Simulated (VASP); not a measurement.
Write the native input for VASP 6.6.1 that does the following.

```
Task                   : single point
Functional             : PBE
Potentials or basis    : VASP PAW PBE potentials, release 64 (Fe)
Cutoff                 : 520 eV
k mesh                 : 6 × 6 × 4
Occupations            : gaussian, width 0.1 eV
Spin                   : collinear spin, ferromagnetic start
Starting moments       : [4.0, 4.0] μB
Dipole correction      : no
Further INCAR settings : ALGO = Normal; EDIFF = 1e-07; NBANDS = 19
```

The structure of Fe lies in POSCAR:

```
Fe
1.0
    2.0060595362     -1.4090343945      0.0000000000
    2.0060595362      1.4090343945      0.0000000000
    0.0000000000      0.0000000000      4.0234429786
Fe
2
Direct
    0.2499626361      0.7500373639      0.2500000000
    0.7500373639      0.2499626361      0.7500000000
```

The cell was built from a structure type or drawn by symmetry, and may not be a known phase.

These files were run (other wordings do the same):

INCAR

```
SYSTEM = Fe
PREC = Accurate
ENCUT = 520
EDIFF = 1E-7
ISMEAR = 0
SIGMA = 0.1
LREAL = .FALSE.
LASPH = .TRUE.
NELM = 150
ALGO = Normal
ISIF = 2
LWAVE = .FALSE.
LCHARG = .TRUE.
ISPIN = 2
MAGMOM = 4 4
LORBIT = 11
LMAXMIX = 4
GGA = PE
LELF = .TRUE.
LVHAR = .TRUE.
NBANDS = 19
```

KPOINTS

```
regular mesh
0
G
  6 6 4
  0 0 0
```

Potentials or basis: VASP PAW PBE potentials, release 64 (Fe).

Launch:

```sh
$ cat potpaw_PBE.64/Fe/POTCAR > POTCAR
$ mpirun -np 1 vasp_std > vasp.out
```

Results of the run:

```yaml
Pressure: -0.3 GPa
Net_moment: 4.43 μB per cell
Site_moments: Fe +2.22 μB
Valence_electrons_inside_the_program's_atomic_spheres: Fe 7.27
```

Caveat: the k points lie up to 0.45 Å⁻¹ apart.

Run time: 68 s on 1 thread of Intel(R) Xeon(R) Platinum 8259CL CPU @ 2.50GHz (Skylake/Cascade Lake), on a shared host, peak memory 0.15 GiB.
